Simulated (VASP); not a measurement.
Input of a VASP 6.6.1 run:

INCAR

```
SYSTEM = Si
PREC = Accurate ; ENCUT = 520
EDIFF = 1E-6 ; ISMEAR = 0
SIGMA = 0.01 ; LREAL = .False.
LASPH = .True. ; NELM = 80
ALGO = Normal ; ISIF = 2
LWAVE = .False. ; LCHARG = .True.
GGA = PS ; LELF = .True.
LVHAR = .True. ; NBANDS = 11
```

Contents of KPOINTS:

```
regular mesh
0
Gamma
  6 6 6
  0 0 0
```

Contents of POSCAR:

```
Si
1.0
    0.0000000000      2.7225752157      2.7225752157
    2.7225752157      0.0000000000      2.7225752157
    2.7225752157      2.7225752157      0.0000000000
Si
2
Direct
    0.7500000000      0.7500000000      0.7500000000
    0.5000000000      0.5000000000      0.5000000000
```

Potentials or basis: VASP PAW PBE potentials, release 64 (Si).

Command:

```sh
$ cat potpaw_PBE.64/Si/POTCAR > POTCAR
$ mpirun -np 1 vasp_std > vasp.out
```

(1) Estimate the pressure.

(2) What does it give for the band gap on the k mesh?

Results:

(1) -0.4 GPa.

(2) 0.60 eV, indirect (least direct gap 2.51 eV).

Caveat: the PAW data sets were made with another functional, which shifts forces and pressure a little.
